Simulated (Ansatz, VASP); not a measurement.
# Two plane-wave programs on AlH5

```
CELL_PARAMETERS angstrom
4.01544 -0.03233 -0.02577
-0.00125 6.54363 0.03789
0.47840 0.12720 8.10456
ATOMIC_POSITIONS crystal
Al 0.54707 0.97351 0.72101
Al 0.93221 0.00270 0.98239
H 0.69790 0.62719 0.32987
H 0.19449 0.47579 0.99145
H 0.79161 0.16532 0.83720
H 0.16645 0.42328 0.63065
H 0.78431 0.81096 0.86817
H 0.22017 0.53332 0.61866
H 0.71482 0.51290 0.32903
H 0.24722 0.45412 0.07747
H 0.34350 0.99683 0.93856
H 0.86025 0.02407 0.17554
```

Change from the starting cell: the structure that the rattled cell fell into.

Alike in both runs: functional PBE; k mesh 4 × 4 × 2; occupations gaussian, width 0.1 eV; no spin polarisation.

Ansatz relaxed the structure, and its values are those at the end. VASP's run is a single point on that final structure, the one shown.

|  | VASP | Ansatz |
| --- | --- | --- |
| version | VASP 6.6.1 | Ansatz 0.2.0 |
| potentials or method | VASP PAW PBE potentials, release 64 (Al, H), cutoff 520 eV | scalar-relativistic, plane waves, PAW |
| valence electrons in the cell | 16 | 16 |

```tsv
	VASP	Ansatz	Ansatz less VASP
gap on the k mesh at the Fermi level (eV)	2.46	2.45	-0.005
least direct gap on the mesh (eV)	2.51	2.51	-0.005
pressure (GPa)	-0.1	0.1	+0.13
rms of the force components (eV/Å)	0.010	0.008	-0.0021
```
